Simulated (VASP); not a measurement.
# CeC (rocksalt type) (Fm-3m) in VASP: further runs

Runs on CeC (rocksalt type). Level: PBE. Tasks: electric field gradients, single point.

Program: VASP 6.6.1. These are calculated values, not measurements. Logs are shortened: lines on timing, memory, paths and dates and some standing lists are left out, and cuts for length are marked.

**1. The cell of the first run**

Symmetry: Fm-3m, No. 225, cubic system. The conventional cell has a = 5.192 Å, b = 5.192 Å, c = 5.192 Å, α = 90.00°, β = 90.00°, γ = 90.00°. Within 3.4 Å of Ce (site symmetry m-3m) lie 6 C at 2.60 Å. C (site symmetry m-3m) has 6 Ce at 2.60 Å within 3.4 Å.

**2. Electric field gradients, PBE**

File INCAR:

```
SYSTEM = CeC
PREC     = Accurate       ! precision mode
ENCUT    = 520            ! plane-wave cutoff, eV
EDIFF    = 1E-8           ! SCF threshold, eV
ISMEAR   = -1             ! smearing method
SIGMA    = 0.08           ! smearing width, eV
LREAL    = .False.        ! projectors in reciprocal space
LASPH    = .True.         ! aspherical terms in the spheres
NELM     = 60             ! most SCF steps
ALGO     = Normal         ! electronic algorithm
ISIF     = 2              ! what is computed and relaxed
LWAVE    = .False.        ! write WAVECAR
LCHARG   = .False.        ! write CHGCAR
GGA      = PE             ! functional
LEFG     = .True.       
NBANDS   = 15             ! bands
```

File KPOINTS:

```
Automatic mesh
0
Gamma
  12 12 12
  0 0 0
```

File POSCAR:

```
CeC
1.0
    0.0000000000      2.5960188331      2.5960188331
    2.5960188331      0.0000000000      2.5960188331
    2.5960188331      2.5960188331      0.0000000000
Ce C
1 1
Direct
    0.0000000000      0.0000000000      0.0000000000
    0.5000000000      0.5000000000      0.5000000000
```

Potentials or basis: VASP PAW PBE potentials, release 64 (Ce, C).

Command:

```sh
$ cat potpaw_PBE.64/Ce/POTCAR potpaw_PBE.64/C/POTCAR > POTCAR
$ mpirun -np 1 vasp_std > vasp.out
```

OUTCAR:

```text
SYSTEM = CeC
   PREC = Accurate
   ENCUT = 520
   EDIFF = 1E-8
   ISMEAR = -1
   LREAL = .False.
   LASPH = .True.
   NELM = 60
   ISIF = 2
   GGA = PE

 ion  position               nearest neighbor table
   1  0.000  0.000  0.000-   2 2.60   2 2.60   2 2.60   2 2.60   2 2.60   2 2.60
   2  0.500  0.500  0.500-   1 2.60   1 2.60   1 2.60   1 2.60   1 2.60   1 2.60

  LATTYP: Found a face centered cubic cell.
 ALAT       =     5.1920376662

  Lattice vectors:

 A1 = (   0.0000000000,   2.5960188331,   2.5960188331)
 A2 = (   2.5960188331,   0.0000000000,   2.5960188331)
 A3 = (   2.5960188331,   2.5960188331,   0.0000000000)

Analysis of symmetry for initial positions (statically):
=====================================================================
 Subroutine PRICEL returns:
 Original cell was already a primitive cell.

 Routine SETGRP: Setting up the symmetry group for a
 face centered cubic supercell.

 Subroutine GETGRP returns: Found 48 space group operations
 (whereof 48 operations were pure point group operations)
 out of a pool of 48 trial point group operations.

The static configuration has the point symmetry O_h .

Analysis of symmetry for dynamics (positions and initial velocities):
=====================================================================
 Subroutine PRICEL returns:
 Original cell was already a primitive cell.

 Routine SETGRP: Setting up the symmetry group for a
 face centered cubic supercell.

 Subroutine GETGRP returns: Found 48 space group operations
 (whereof 48 operations were pure point group operations)
 out of a pool of 48 trial point group operations.

The dynamic configuration has the point symmetry O_h .

 Subroutine INISYM returns: Found 48 space group operations
 (whereof 48 operations are pure point group operations),
 and found     1 'primitive' translations

----------------------------------------------------------------------------------------

                                     Primitive cell

  volume of cell :      34.9908

  direct lattice vectors                    reciprocal lattice vectors
     0.000000000  2.596018833  2.596018833    -0.192602609  0.192602609  0.192602609
     2.596018833  0.000000000  2.596018833     0.192602609 -0.192602609  0.192602609
     2.596018833  2.596018833  0.000000000     0.192602609  0.192602609 -0.192602609

  length of vectors
     3.671325042  3.671325042  3.671325042     0.333597504  0.333597504  0.333597504

  position of ions in fractional coordinates (direct lattice)
     0.000000000  0.000000000  0.000000000
     0.500000000  0.500000000  0.500000000

  ion indices of the primitive-cell ions
   primitive index   ion index
                 1           1
                 2           2

----------------------------------------------------------------------------------------

 KPOINTS: Automatic mesh

Automatic generation of k-mesh.
 Grid dimensions read from file:
 generate k-points for:   12   12   12

 Generating k-lattice:

  Cartesian coordinates                     Fractional coordinates (reciprocal lattice)
    -0.016050217  0.016050217  0.016050217     0.083333333  0.000000000  0.000000000
     0.016050217 -0.016050217  0.016050217     0.000000000  0.083333333  0.000000000
     0.016050217  0.016050217 -0.016050217     0.000000000  0.000000000  0.083333333

  Length of vectors
     0.027799792  0.027799792  0.027799792

  Shift w.r.t. Gamma in fractional coordinates (k-lattice)
     0.000000000  0.000000000  0.000000000

 Subroutine IBZKPT returns following result:
 ===========================================

 Found     72 irreducible k-points:

 Following reciprocal coordinates:
            Coordinates               Weight
  0.000000  0.000000  0.000000      1.000000
  0.083333  0.000000  0.000000      8.000000
  0.166667  0.000000  0.000000      8.000000
  0.250000  0.000000  0.000000      8.000000
  0.333333  0.000000  0.000000      8.000000
  0.416667  0.000000  0.000000      8.000000
[... 16 lines left out ...]
  0.500000  0.166667  0.000000     24.000000
 -0.416667  0.166667  0.000000     24.000000
 [... further k-points ...]
   k-points           NKPTS =     72   k-points in BZ     NKDIM =     72   number of bands    NBANDS=     15
   number of dos      NEDOS =    301   number of ions     NIONS =      2
   total plane-waves  NPLWV =  21952
   dimension x,y,z NGX =    28 NGY =   28 NGZ =   28
   dimension x,y,z NGXF=    56 NGYF=   56 NGZF=   56
   ions per type =               1   1
   NGX,Y,Z   is equivalent  to a cutoff of  12.68, 12.68, 12.68 a.u.
   NGXF,Y,Z  is equivalent  to a cutoff of  25.36, 25.36, 25.36 a.u.
 SYSTEM =  CeC
   PREC   = accura    normal or accurate (medium, high low for compatibility)
   ISTART =      0    job   : 0-new  1-cont  2-samecut
   ICHARG =      2    charge: 1-file 2-atom 10-const
   ISPIN  =      1    spin polarized calculation?
   LNONCOLLINEAR =      F non collinear calculations
   LSORBIT =      F    spin-orbit coupling
   LASPH  =      T    aspherical Exc in radial PAW
   ENCUT  =  520.0 eV  38.22 Ry    6.18 a.u.   6.83  6.83  6.83*2*pi/ulx,y,z
   NELM   =     60;   NELMIN=  2; NELMDL= -5     # of ELM steps
   EDIFF  = 0.1E-07   stopping-criterion for ELM
   LREAL  =      F    real-space projection
   EDIFFG = 0.1E-06   stopping-criterion for IOM
   NSW    =      0    number of steps for IOM
   IBRION =     -1    ionic relax: 0-MD 1-quasi-New 2-CG
   NFREE  =      0    steps in history (QN), initial steepest desc. (CG)
   ISIF   =      2    stress and relaxation
   ISYM   =      2    0-nonsym 1-usesym 2-fastsym
   POTIM  = 0.5000    time-step for ionic-motion
   TEBEG  =    0.0;   TEEND  =   0.0 temperature during run
   PSTRESS=    0.0 pullay stress
   NELECT =      16.0000    total number of electrons
   NUPDOWN=      -1.0000    fix difference up-down
   EMIN   =  10.00;   EMAX   =-10.00  energy-range for DOS
   EFERMI =   0.00;   METHOD = LEGACY
   ISMEAR =    -1;   SIGMA  =   0.08  broadening in eV -4-tet -1-fermi 0-gaus
   EFERMI_NEDOS =   21; number of points for ismear=-14 and -15
   IALGO  =     38    algorithm
   IMIX   =      4    mixing-type and parameters
     AMIX     =   0.40;   BMIX     =  1.00
     AMIX_MAG =   1.60;   BMIX_MAG =  1.00
  volume/ion in A,a.u.               =      17.50       118.06
  Fermi-wavevector in a.u.,A,eV,Ry     =   1.261238  2.383394 21.643071  1.590721
  Thomas-Fermi vector in A             =   2.394707
   LORBIT       =      0    0 simple, 1 ext, 2 COOP (PROOUT), +10 PAW based schemes
   GGA     = PE    functional components
   LHFCALC =     F    Hartree Fock is set to
   AEXX    =    0.0000 exact exchange contribution
   IVDW    =     0    specifies the selected vdW correction
   LEPSILON=     F    determine dielectric tensor
   LRPA    =     F    only Hartree local field effects (RPA)
 non-spin polarized calculation
  energy-cutoff  :      520.00
  volume of cell :       34.99
 maximum number of plane-waves:       960
   NGX = 13   NGY = 13   NGZ = 13

 number of electron      16.0000000 magnetization

 Free energy of the ion-electron system (eV)
  ---------------------------------------------------
  ext. energy  EPLUGINS =         0.00000000
  ---------------------------------------------------
  free energy    TOTEN  =       -15.28094472 eV

  energy without entropy =      -15.24251967  energy(sigma->0) =      -15.26173219

 E-fermi :   7.3676     XC(G=0): -11.2641

 val. band max:        7.3626717952   @ k =   0.2500   0.2500   0.0000
 cond. band min:       7.3903298214   @ k =   0.4167   0.3333   0.0833
 fundamental gap:      0.0276580262
 Fermi energy:         7.3676446409

 k-point     1 :       0.0000    0.0000    0.0000
  band No.  band energies     occupation
      1     -26.5752      2.00000
      2      -8.5766      2.00000
      3      -8.5766      2.00000
      4      -8.5766      2.00000
      5      -1.7277      2.00000
      6       6.7626      1.99896
      7       6.7626      1.99896
      8       6.7626      1.99896
      9       7.6682      0.04563
     10       8.3323      0.00001
     11       8.3323      0.00001
     12       8.3323      0.00001
     13       9.6600      0.00000
     14       9.6600      0.00000
     15       9.6600      0.00000

 k-point     2 :       0.0833    0.0000    0.0000
  band No.  band energies     occupation
      1     -26.5617      2.00000
      2      -8.7220      2.00000
      3      -8.5857      2.00000
      4      -8.5857      2.00000
      5      -1.5497      2.00000
      6       6.6184      1.99983
      7       6.6907      1.99958
      8       6.6907      1.99958
      9       7.6517      0.05580
     10       8.2775      0.00002
     11       8.2775      0.00002
     12       8.3332      0.00001
     13       9.2625      0.00000
     14       9.5310      0.00000
     15       9.5310      0.00000

 k-point     3 :       0.1667    0.0000    0.0000
  band No.  band energies     occupation
      1     -26.5247      2.00000
      2      -9.0898      2.00000
      3      -8.6104      2.00000
      4      -8.6104      2.00000
      5      -1.0893      2.00000
      6       6.1751      2.00000
      7       6.4776      1.99997
      8       6.4776      1.99997
      9       7.6331      0.06989
     10       8.1717      0.00009
     11       8.1717      0.00009
     12       8.3357      0.00001
     13       8.7897      0.00000
     14       8.9921      0.00000
     15       8.9921      0.00000
[... 343 lines left out ...]
 k-point    23 :       0.5000    0.1667    0.0000
  band No.  band energies     occupation
      1     -26.3528      2.00000
      2     -10.1235      2.00000
      3      -8.9703      2.00000
      4      -8.8164      2.00000
      5      -0.0148      2.00000
      6       4.9063      2.00000
      7       5.9973      2.00000
      8       6.1602      2.00000
      9       7.8416      0.00534
     10       7.9747      0.00101
     11       7.9922      0.00081
     12       8.2095      0.00005
     13       8.2316      0.00004
     14       8.3080      0.00002
     15       8.4345      0.00000

 k-point    24 :      -0.4167    0.1667    0.0000
  band No.  band energies     occupation
      1     -26.3492      2.00000
      2     -10.1440      2.00000
      3      -9.0297      2.00000
      4      -8.7725      2.00000
      5       0.1047      2.00000
      6       4.7319      2.00000
      7       5.7878      2.00000
      8       6.2998      2.00000
      9       7.9153      0.00213
     10       7.9433      0.00150
     11       7.9716      0.00105
     12       8.2237      0.00005
     13       8.2378      0.00004
     14       8.3057      0.00002
     15       8.3731      0.00001

 [... further k-points ...]
[... 5 lines left out ...]
  --------------------------------------------------------------------------------------
  -------------------------------------------------------------------------------------
  Total       -0.0012653     -0.0012653     -0.0012653      0.0000000      0.0000000      0.0000000
  in kB       -0.0579367     -0.0579367     -0.0579367      0.0000000      0.0000000      0.0000000
  external PRESSURE =      -0.0579367 kB  Pullay stress =       0.0000000 kB

 VOLUME and BASIS-vectors are now :
 -----------------------------------------------------------------------------
  energy-cutoff  :      520.00
  volume of cell :       34.99
      direct lattice vectors                 reciprocal lattice vectors
     0.000000000  2.596018833  2.596018833    -0.192602609  0.192602609  0.192602609
     2.596018833  0.000000000  2.596018833     0.192602609 -0.192602609  0.192602609
     2.596018833  2.596018833  0.000000000     0.192602609  0.192602609 -0.192602609

 POSITION                                       TOTAL-FORCE (eV/Angst)
 -----------------------------------------------------------------------------------
      0.00000      0.00000      0.00000        -0.000000     -0.000000      0.000000
      2.59602      2.59602      2.59602         0.000000      0.000000     -0.000000
 -----------------------------------------------------------------------------------
    total drift:                                0.000000      0.000000      0.000000

  FREE ENERGIE OF THE ION-ELECTRON SYSTEM (eV)
  ---------------------------------------------------
  free  energy   TOTEN  =       -15.2809447172 eV

  energy  without entropy=      -15.2425196708  energy(sigma->0) =      -15.26173219

 Electric field gradients (V/A^2)
---------------------------------------------------------------------
 ion       V_xx      V_yy      V_zz      V_xy      V_xz      V_yz
---------------------------------------------------------------------
   1      -0.000     0.000    -0.000     0.000     0.000     0.000
   2      -0.000    -0.000    -0.000     0.000     0.000     0.000
---------------------------------------------------------------------

 Electric field gradients after diagonalization (V/A^2)
 (convention: |V_zz| > |V_xx| > |V_yy|)
----------------------------------------------------------------------
 ion       V_xx      V_yy      V_zz     asymmetry (V_yy - V_xx)/ V_zz
----------------------------------------------------------------------
   1      -0.000    -0.000     0.001       0.000
   2      -0.000    -0.000     0.001       0.000
----------------------------------------------------------------------

           NMR quadrupolar parameters

 Cq : quadrupolar parameter    Cq=e*Q*V_zz/h
 eta: asymmetry parameters     (V_yy - V_xx)/ V_zz
 Q  : nuclear electric quadrupole moment in mb (millibarn)
----------------------------------------------------------------------
 ion       Cq(MHz)       eta       Q (mb)
----------------------------------------------------------------------
   1       0.000       0.000       1.000
   2       0.000       0.000       1.000
----------------------------------------------------------------------
```

Run time: 77 s. Hardware: 1 thread of Intel Xeon Platinum 8488C (Sapphire Rapids), shared host; peak memory 0.2 GiB.

What came out:

| Quantity | Value |
| --- | --- |
| Free energy | -15.2809 eV |
| Pressure | 0.0 GPa |
| Band gap on the k mesh | zero (bands 8 and 9 overlap by 0.41 eV) |
| Largest electric field gradient by atom | zero within the noise of the run |

Caveat: spin-orbit coupling is left out, which moves the levels of the heavy elements; semilocal functionals describe open f shells poorly, which spoils levels, moments and volumes.

**3. Single point, PBE**

POSCAR is that of step 2.

File INCAR.step1:

```
PREC = Accurate
ENCUT = 520
EDIFF = 1E-7
ISMEAR = -1
SIGMA = 0.08
LREAL = False
LASPH = True
NELM = 60
ALGO = Normal
ISIF = 2
LWAVE = False
LCHARG = True
LMAXMIX = 6
GGA = PE
NBANDS = 15
```

File KPOINTS.step1:

```
regular mesh
0
Gamma
  12 12 12
```

File INCAR.step2:

```
PREC = Accurate
ENCUT = 520
EDIFF = 1E-7
ISMEAR = -5
SIGMA = 0.08
LREAL = False
LASPH = True
NELM = 60
ALGO = Normal
ISIF = 2
LWAVE = False
LCHARG = False
LMAXMIX = 6
GGA = PE
LORBIT = 11
NEDOS = 1001
ICHARG = 11
```

File KPOINTS.step2:

```
regular mesh
0
Gamma
  18 18 18
```

Potentials or basis: VASP PAW PBE potentials, release 64 (Ce, C).

Command:

```sh
$ cat potpaw_PBE.64/Ce/POTCAR potpaw_PBE.64/C/POTCAR > POTCAR
$ cp INCAR.step1 INCAR
$ cp KPOINTS.step1 KPOINTS
$ mpirun -np 1 vasp_std > vasp.out
$ cp INCAR.step2 INCAR
$ cp KPOINTS.step2 KPOINTS
$ mpirun -np 1 vasp_std > vasp.out
```

OUTCAR:

```text
PREC = Accurate
   ENCUT = 520
   EDIFF = 1E-7
   ISMEAR = -5
   LREAL = False
   LASPH = True
   NELM = 60
   ISIF = 2
   GGA = PE
   LORBIT = 11
   ICHARG = 11

 ion  position               nearest neighbor table
   1  0.000  0.000  0.000-   2 2.60   2 2.60   2 2.60   2 2.60   2 2.60   2 2.60
   2  0.500  0.500  0.500-   1 2.60   1 2.60   1 2.60   1 2.60   1 2.60   1 2.60

  LATTYP: Found a face centered cubic cell.
 ALAT       =     5.1920376662

  Lattice vectors:

 A1 = (   0.0000000000,   2.5960188331,   2.5960188331)
[... 553 lines left out ...]
  Total       -0.8515264     -0.8515264     -0.8515264     -0.0000000      0.0000000     -0.0000000
  in kB      -38.9901738    -38.9901738    -38.9901738     -0.0000000      0.0000000     -0.0000000
  external PRESSURE =     -38.9901738 kB  Pullay stress =       0.0000000 kB

 VOLUME and BASIS-vectors are now :
 -----------------------------------------------------------------------------
  energy-cutoff  :      520.00
  volume of cell :       34.99
      direct lattice vectors                 reciprocal lattice vectors
     0.000000000  2.596018833  2.596018833    -0.192602609  0.192602609  0.192602609
     2.596018833  0.000000000  2.596018833     0.192602609 -0.192602609  0.192602609
     2.596018833  2.596018833  0.000000000     0.192602609  0.192602609 -0.192602609

 POSITION                                       TOTAL-FORCE (eV/Angst)
 -----------------------------------------------------------------------------------
      0.00000      0.00000      0.00000         0.000000      0.000000      0.000000
      2.59602      2.59602      2.59602        -0.000000     -0.000000     -0.000000
 -----------------------------------------------------------------------------------
    total drift:                                0.000000      0.000000      0.000000

  FREE ENERGIE OF THE ION-ELECTRON SYSTEM (eV)
  ---------------------------------------------------
  free  energy   TOTEN  =       -15.2639474142 eV

  energy  without entropy=      -15.2639474142  energy(sigma->0) =      -15.26394741

 total charge

# of ion       s       p       d       f       tot
--------------------------------------------------
    1        2.042   5.744   1.014   0.838   9.638
    2        0.912   1.371   0.000   0.000   2.283
--------------------------------------------------
tot          2.954   7.116   1.014   0.838  11.922
```

OUTCAR.step1:

```text
PREC = Accurate
   ENCUT = 520
   EDIFF = 1E-7
   ISMEAR = -1
   LREAL = False
[... 653 lines left out ...]
      0.00000      0.00000      0.00000        -0.000000      0.000000     -0.000000
      2.59602      2.59602      2.59602         0.000000     -0.000000      0.000000
 -----------------------------------------------------------------------------------
    total drift:                                0.000000      0.000000      0.000000

  FREE ENERGIE OF THE ION-ELECTRON SYSTEM (eV)
  ---------------------------------------------------
  free  energy   TOTEN  =       -15.2809446419 eV

  energy  without entropy=      -15.2425210426  energy(sigma->0) =      -15.26173284
```

It took 2.6 min on 1 thread of Intel Xeon Platinum 8488C (Sapphire Rapids), shared host; peak memory 0.25 GiB.

Results:

* Valence electrons inside the program's atomic spheres: Ce 9.64; C 2.28

Caveat: spin-orbit coupling is left out, which moves the levels of the heavy elements; semilocal functionals describe open f shells poorly, which spoils levels, moments and volumes; tetrahedron occupations give inexact forces and stress in metals. Spin polarisation is off, so any magnetic state and its effect on volume and gap are missing.
